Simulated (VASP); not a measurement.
Here is a VASP 6.6.1 calculation.

File INCAR:

```
SYSTEM = ZnSiP2
PREC     = Accurate       ! precision mode
ENCUT    = 500            ! plane-wave cutoff, eV
EDIFF    = 1E-7           ! SCF threshold, eV
ISMEAR   = -1             ! smearing method
SIGMA    = 0.02           ! smearing width, eV
LREAL    = .FALSE.        ! projectors in reciprocal space
LASPH    = .TRUE.         ! aspherical terms in the spheres
NELM     = 120            ! most SCF steps
ALGO     = Normal         ! electronic algorithm
ISIF     = 3              ! what is computed and relaxed
LWAVE    = .FALSE.        ! write WAVECAR
LCHARG   = .FALSE.        ! write CHGCAR
GGA      = PE             ! functional
IBRION   = 2              ! ionic algorithm
NSW      = 80             ! ionic steps
EDIFFG   = -0.005         ! ionic threshold
GGA_COMPAT= .FALSE.      
NELMIN   = 4
```

Contents of KPOINTS:

```
regular mesh
0
G
  6 6 6
  0 0 0
```

The input POSCAR:

```
ZnSiP2
1.0
   -2.6867032364      2.6867032364      5.2300306318
    2.6867032364     -2.6867032364      5.2300306318
    2.6867032364      2.6867032364     -5.2300306318
Zn Si P
2 2 4
Direct
    0.0000000000      0.0000000000      0.0000000000
    0.7500000000      0.2500000000      0.5000000000
    0.5000000000      0.5000000000      0.0000000000
    0.2500000000      0.7500000000      0.5000000000
    0.3750000000      0.3923012000      0.5173012000
    0.8750000000      0.8576988000      0.4826988000
    0.6076988000      0.1250000000      0.9826988000
    0.1423012000      0.6250000000      0.0173012000
```

Potentials or basis: VASP PAW PBE potentials, release 64 (Zn, Si, P).

Command:

```bash
$ cat potpaw_PBE.64/Zn/POTCAR potpaw_PBE.64/Si/POTCAR potpaw_PBE.64/P/POTCAR > POTCAR
$ mpirun -np 1 vasp_std > vasp.out
```

**Question.** What does it give for the space group after relaxing (to 0.1 Å)?

**Answer.** I-42d (No. 122).

**Question.** Estimate the relaxed volume.

**Answer.** 19.34 Å³/atom.

**Question.** Predict the relaxed cell.

**Answer.** a = 6.515 Å, b = 6.515 Å, c = 6.515 Å, α = 130.85°, β = 130.85°, γ = 72.05°.

Step by step:
```csv
step,energy change (eV),largest force (eV/Å),pressure (GPa),volume (Å³)
1,0.0000,0.0225,2.19,151.01
2,-0.0175,0.0672,-1.09,156.72
3,-0.0246,0.0368,0.01,154.68
4,-0.0246,0.0381,-0.03,154.75
5,-0.0248,0.0186,-0.04,154.79
6,-0.0248,0.0005,-0.04,154.82
7,-0.0248,0.0005,-0.04,154.81
8,-0.0249,0.0008,0.02,154.71
```
